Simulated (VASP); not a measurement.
Here is a VASP 6.6.1 calculation.

The input INCAR:

```
SYSTEM = MgCd5O6
PREC = Accurate
ENCUT = 840
EDIFF = 1E-6
ISMEAR = 0
SIGMA = 0.1
LREAL = .FALSE.
LASPH = .TRUE.
NELM = 120
ALGO = Normal
ISIF = 2
LWAVE = .FALSE.
LCHARG = .FALSE.
GGA = PE
NBANDS = 85
GGA_COMPAT = .FALSE.
```

The input KPOINTS:

```
regular mesh
0
G
  6 4 2
  0 0 0
```

Contents of POSCAR:

```
MgCd5O6
1.0
    3.3009369646      0.0000000000      0.0000000000
    0.0000000000      4.7031780739      0.0000000000
    0.0000000000      0.0000000000     10.0292608181
Mg Cd O
1 5 6
Direct
    0.5000000000      0.5000000000      0.5000000000
    0.0000000000      0.0000000000      0.0000000000
    0.5000000000      0.5000000000      0.1730889644
    0.0000000000      0.0000000000      0.3381669668
    0.0000000000      0.0000000000      0.6618330332
    0.5000000000      0.5000000000      0.8269110356
    0.0000000000      0.5000000000      0.0000000000
    0.5000000000      0.0000000000      0.1687180953
    0.0000000000      0.5000000000      0.3535694506
    0.5000000000      0.0000000000      0.5000000000
    0.0000000000      0.5000000000      0.6464305494
    0.5000000000      0.0000000000      0.8312819047
```

Potentials or basis: VASP PAW PBE potentials, release 64 (Mg_sv, Cd_sv_GW, O).

The run is started by

```console
$ cat potpaw_PBE.64/Mg_sv/POTCAR potpaw_PBE.64/Cd_sv_GW/POTCAR potpaw_PBE.64/O/POTCAR > POTCAR
$ mpirun -np 1 vasp_std > vasp.out
```

Problem. What does it give for the band gap on the k mesh?

Solution. Zero (bands 73 and 74 overlap by 0.26 eV).

Problem. Estimate the largest force.

Solution. 0.009 eV/Å.

Problem. What does it give for the pressure?

Solution. -0.2 GPa.

Forces in eV/Å, atoms in the order of the input:
```
Mg   0.000  0.000  0.000
Cd   0.000  0.000  0.000
Cd   0.000  0.000  0.004
Cd   0.000  0.000 -0.006
Cd   0.000  0.000  0.006
Cd   0.000  0.000 -0.004
O    0.000  0.000  0.000
O    0.000  0.000  0.000
O    0.000  0.000 -0.009
O    0.000  0.000  0.000
O    0.000  0.000  0.009
O    0.000  0.000  0.000
```

Caveat: semilocal functionals underestimate gaps, and a narrow one can read as zero.
